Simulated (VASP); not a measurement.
Sn3Se, 4 atoms in the cell. The structure is tetragonal, space group I4mm (No. 107). The conventional cell has a = 5.173 Å, b = 5.173 Å, c = 7.316 Å, α = 90.00°, β = 90.00°, γ = 90.00°. Sn (site symmetry 2mm) has 10 Sn at 3.13 to 3.66 Å and 4 Se at 3.17 Å within 4.1 Å. Within 4.1 Å of Sn (site symmetry 4mm) lie 8 Sn at 3.13 to 3.21 Å and 6 Se at 3.59 to 3.72 Å. Within 4.2 Å of Se (site symmetry 4mm) lie 14 Sn at 3.17 to 3.72 Å.  This cell differs from its parent crystal: atom 3 (Sn) moved +0.067 Å along Cartesian [0 0 1].

```yaml
Program: VASP 6.6.1
Task: single point
Functional: PBEsol
Potentials_or_basis: VASP PAW PBE potentials, release 64 (Sn_d, Se)
Cutoff: 520 eV
k_mesh: 12 × 12 × 12
Occupations: gaussian, width 0.15 eV
Spin: no spin polarisation
Dipole_correction: no
Further_INCAR_settings: ALGO = Normal; EDIFF = 1e-06; NBANDS = 32
```

Potentials or basis: VASP PAW PBE potentials, release 64 (Sn_d, Se).

Launch:

```console
$ cat potpaw_PBE.64/Sn_d/POTCAR potpaw_PBE.64/Se/POTCAR > POTCAR
$ mpirun -np 1 vasp_std > vasp.out
```

Hardware: 1 thread of Intel(R) Xeon(R) 6975P-C (Granite Rapids), on a shared host.

Q: How long does it take, and how much memory?

A: Wall time 4.1 min on 1 thread of Intel(R) Xeon(R) 6975P-C (Granite Rapids), on a shared host, peak memory 0.54 GiB. Counts: scf iterations 12, k points 163.
